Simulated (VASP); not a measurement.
# Ta2C (P-3m1) in VASP: single point with LDA

Aim: the single point of Ta2C with LDA.

All numbers are computed with VASP 6.6.1; they aren't measurements. Logs are shortened: lines on timing, memory, paths and dates and some standing lists are left out, and cuts for length are marked.

### Step 1. The cell of the first run

The structure is trigonal, space group P-3m1 (No. 164). Conventional cell: a = 3.066 Å, b = 3.066 Å, c = 4.872 Å, α = 90.00°, β = 90.00°, γ = 120.00°. Within 3.1 Å of Ta (site symmetry 3m) lie 3 C at 2.16 Å and 12 Ta at 2.98 to 3.07 Å. Within 2.9 Å of C (site symmetry -3m) lie 6 Ta at 2.16 Å.

### Step 2. Single point, LDA

The input, INCAR:

```
PREC     = Accurate       # precision mode
ENCUT    = 700            # plane-wave cutoff, eV
EDIFF    = 1E-6           # SCF threshold, eV
ISMEAR   = -1             # smearing method
SIGMA    = 0.15           # smearing width, eV
LREAL    = F              # projectors in reciprocal space
LASPH    = T              # aspherical terms in the spheres
NELM     = 120            # most SCF steps
ALGO     = Normal         # electronic algorithm
ISIF     = 2              # what is computed and relaxed
LWAVE    = F              # write WAVECAR
LCHARG   = F              # write CHGCAR
NBANDS   = 22             # bands
GGA_COMPAT= F
```

The input, KPOINTS:

```
regular mesh
0
Gamma
  18 18 10
```

The input, POSCAR:

```
Ta2C
1.0
    3.0663678159      0.0000000000      0.0000000000
   -1.5331839079      2.6555524259      0.0000000000
    0.0000000000      0.0000000000      4.8716055635
Ta C
2 1
Direct
    0.3333333333      0.6666666667      0.2536735114
    0.6666666667      0.3333333333      0.7463264886
    0.0000000000      0.0000000000      0.0000000000
```

Potentials or basis: VASP PAW LDA potentials, release 64 (Ta_sv_GW, C).

The run is started by

```bash
cat potpaw_LDA.64/Ta_sv_GW/POTCAR potpaw_LDA.64/C/POTCAR > POTCAR
mpirun -np 1 vasp_std > vasp.out
```

OUTCAR:

```text
PREC = Accurate
   ENCUT = 700
   EDIFF = 1E-6
   ISMEAR = -1
   LREAL = F
   LASPH = T
   NELM = 120
   ISIF = 2

 ion  position               nearest neighbor table
   1  0.333  0.667  0.254-   3 2.16   3 2.16   3 2.16   2 2.98   2 2.98   2 2.98   2 3.04   2 3.04
                             2 3.04
   2  0.667  0.333  0.746-   3 2.16   3 2.16   3 2.16   1 2.98   1 2.98   1 2.98   1 3.04   1 3.04
                             1 3.04
   3  0.000  0.000  0.000-   1 2.16   2 2.16   1 2.16   2 2.16   2 2.16   1 2.16

  LATTYP: Found a hexagonal cell.
 ALAT       =     3.0663678159
 C/A-ratio  =     1.5887218546

  Lattice vectors:

 A1 = (   3.0663678159,   0.0000000000,   0.0000000000)
 A2 = (  -1.5331839079,   2.6555524259,   0.0000000000)
 A3 = (   0.0000000000,   0.0000000000,   4.8716055635)

Analysis of symmetry for initial positions (statically):
=====================================================================
 Subroutine PRICEL returns:
 Original cell was already a primitive cell.

 Routine SETGRP: Setting up the symmetry group for a
 hexagonal supercell.

 Subroutine GETGRP returns: Found 12 space group operations
 (whereof 12 operations were pure point group operations)
 out of a pool of 24 trial point group operations.

The static configuration has the point symmetry D_3d.

Analysis of symmetry for dynamics (positions and initial velocities):
=====================================================================
 Subroutine PRICEL returns:
 Original cell was already a primitive cell.

 Routine SETGRP: Setting up the symmetry group for a
 hexagonal supercell.

 Subroutine GETGRP returns: Found 12 space group operations
 (whereof 12 operations were pure point group operations)
 out of a pool of 24 trial point group operations.

The dynamic configuration has the point symmetry D_3d.

 Subroutine INISYM returns: Found 12 space group operations
 (whereof 12 operations are pure point group operations),
 and found     1 'primitive' translations

----------------------------------------------------------------------------------------

                                     Primitive cell

  volume of cell :      39.6690
[... 83 lines left out ...]
   ISTART =      0    job   : 0-new  1-cont  2-samecut
   ICHARG =      2    charge: 1-file 2-atom 10-const
   ISPIN  =      1    spin polarized calculation?
   LNONCOLLINEAR =      F non collinear calculations
   LSORBIT =      F    spin-orbit coupling
   LASPH  =      T    aspherical Exc in radial PAW
   ENCUT  =  700.0 eV  51.45 Ry    7.17 a.u.   6.61  6.61 10.51*2*pi/ulx,y,z
   NELM   =    120;   NELMIN=  2; NELMDL= -5     # of ELM steps
   EDIFF  = 0.1E-05   stopping-criterion for ELM
   LREAL  =      F    real-space projection
   EDIFFG = 0.1E-04   stopping-criterion for IOM
   NSW    =      0    number of steps for IOM
   IBRION =     -1    ionic relax: 0-MD 1-quasi-New 2-CG
   NFREE  =      0    steps in history (QN), initial steepest desc. (CG)
   ISIF   =      2    stress and relaxation
   ISYM   =      2    0-nonsym 1-usesym 2-fastsym
   POTIM  = 0.5000    time-step for ionic-motion
   TEBEG  =    0.0;   TEEND  =   0.0 temperature during run
   PSTRESS=    0.0 pullay stress
   NELECT =      30.0000    total number of electrons
   NUPDOWN=      -1.0000    fix difference up-down
   EMIN   =  10.00;   EMAX   =-10.00  energy-range for DOS
   EFERMI =   0.00;   METHOD = LEGACY
   ISMEAR =    -1;   SIGMA  =   0.15  broadening in eV -4-tet -1-fermi 0-gaus
   EFERMI_NEDOS =   21; number of points for ismear=-14 and -15
   IALGO  =     38    algorithm
   IMIX   =      4    mixing-type and parameters
     AMIX     =   0.40;   BMIX     =  1.00
     AMIX_MAG =   1.60;   BMIX_MAG =  1.00
  volume/ion in A,a.u.               =      13.22        89.23
  Fermi-wavevector in a.u.,A,eV,Ry     =   1.491528  2.818580 30.268292  2.224657
  Thomas-Fermi vector in A             =   2.604172
   LORBIT       =      0    0 simple, 1 ext, 2 COOP (PROOUT), +10 PAW based schemes
   GGA     = CA    functional components
   LHFCALC =     F    Hartree Fock is set to
   AEXX    =    0.0000 exact exchange contribution
   IVDW    =     0    specifies the selected vdW correction
   LEPSILON=     F    determine dielectric tensor
   LRPA    =     F    only Hartree local field effects (RPA)
 non-spin polarized calculation
  energy-cutoff  :      700.00
  volume of cell :       39.67
 maximum number of plane-waves:      1713
 NGX is ok and might be reduce to    28
   NGX = 13   NGY = 13   NGZ = 21

 number of electron      29.9999998 magnetization

 Free energy of the ion-electron system (eV)
  ---------------------------------------------------
  ext. energy  EPLUGINS =         0.00000000
  ---------------------------------------------------
  free energy    TOTEN  =       -42.70465257 eV

  energy without entropy =      -42.63505102  energy(sigma->0) =      -42.66985180

 E-fermi :  11.1585     XC(G=0): -13.5781

 val. band max:       11.1576948011   @ k =   0.0556   0.0000   0.2000
 cond. band min:      11.1694039767   @ k =  -0.0556   0.1667   0.1000
 fundamental gap:      0.0117091756
 Fermi energy:        11.1584629818

 k-point     1 :       0.0000    0.0000    0.0000
  band No.  band energies     occupation
      1     -56.1912      2.00000
      2     -56.1063      2.00000
      3     -23.4668      2.00000
      4     -22.6592      2.00000
      5     -22.6592      2.00000
      6     -22.5288      2.00000
[... 589 lines left out ...]
     21      17.1472      0.00000
     22      17.6037      0.00000

 [... further k-points ...]

------------------------ aborting loop because EDIFF is reached ----------------------------------------

  FORCE on cell =-STRESS in cart. coord.  units (eV):
  Direction    XX          YY          ZZ          XY          YZ          ZX
  --------------------------------------------------------------------------------------
  -------------------------------------------------------------------------------------
  Total        0.9551144      0.9551144      0.9498682      0.0000000      0.0000000      0.0000000
  in kB       38.5757822     38.5757822     38.3638953      0.0000000      0.0000000      0.0000000
  external PRESSURE =      38.5051532 kB  Pullay stress =       0.0000000 kB

 VOLUME and BASIS-vectors are now :
 -----------------------------------------------------------------------------
  energy-cutoff  :      700.00
  volume of cell :       39.67
      direct lattice vectors                 reciprocal lattice vectors
     3.066367816  0.000000000  0.000000000     0.326118737  0.188284741  0.000000000
    -1.533183908  2.655552426  0.000000000     0.000000000  0.376569481  0.000000000
     0.000000000  0.000000000  4.871605564     0.000000000  0.000000000  0.205271134

 POSITION                                       TOTAL-FORCE (eV/Angst)
 -----------------------------------------------------------------------------------
     -0.00000      1.77037      1.23580         0.000000     -0.000000      0.053147
      1.53318      0.88518      3.63581        -0.000000      0.000000     -0.053147
      0.00000      0.00000      0.00000         0.000000      0.000000      0.000000
 -----------------------------------------------------------------------------------
    total drift:                                0.000000     -0.000000     -0.000000

  FREE ENERGIE OF THE ION-ELECTRON SYSTEM (eV)
  ---------------------------------------------------
  free  energy   TOTEN  =       -42.7046525708 eV

  energy  without entropy=      -42.6350510231  energy(sigma->0) =      -42.66985180
```

Run time: 4.2 min. Hardware: 1 thread of Intel Xeon 6975P-C (Granite Rapids), shared host; peak memory 0.5 GiB.

What came out:

| Quantity | Value |
| --- | --- |
| Free energy | -42.7047 eV |
| Pressure | 3.9 GPa |
| Largest force | 0.053 eV/Å |
| Band gap on the k mesh | zero (bands 15 and 16 overlap by 0.84 eV) |

Forces in eV/Å, atoms in the order of the input:
```
Ta   0.000  0.000  0.053
Ta   0.000  0.000 -0.053
C    0.000  0.000  0.000
```

Levels at points of the mesh, in eV from the Fermi level:
| k point | band 12 | band 13 | band 14 | band 15 | band 16 | band 17 | band 18 | band 19 |
| --- | --- | --- | --- | --- | --- | --- | --- | --- |
| (0.00, 0.00, 0.00) | -3.66 | -2.78 | -0.02 | 0.52 | 0.52 | 1.15 | 1.15 | 2.41 |
| (0.50, 0.00, 0.00) | -4.08 | -3.87 | -1.74 | -0.13 | 3.45 | 3.59 | 4.89 | 5.32 |
| (0.00, 0.00, 0.50) | -3.93 | -1.88 | -1.46 | -0.32 | -0.32 | 3.11 | 3.11 | 3.60 |
| (0.50, 0.00, 0.50) | -3.59 | -2.57 | -1.02 | -0.87 | 1.55 | 1.56 | 4.50 | 5.04 |

Caveat: the cell stands under pressure; spin-orbit coupling is left out, which moves the levels of the heavy elements.
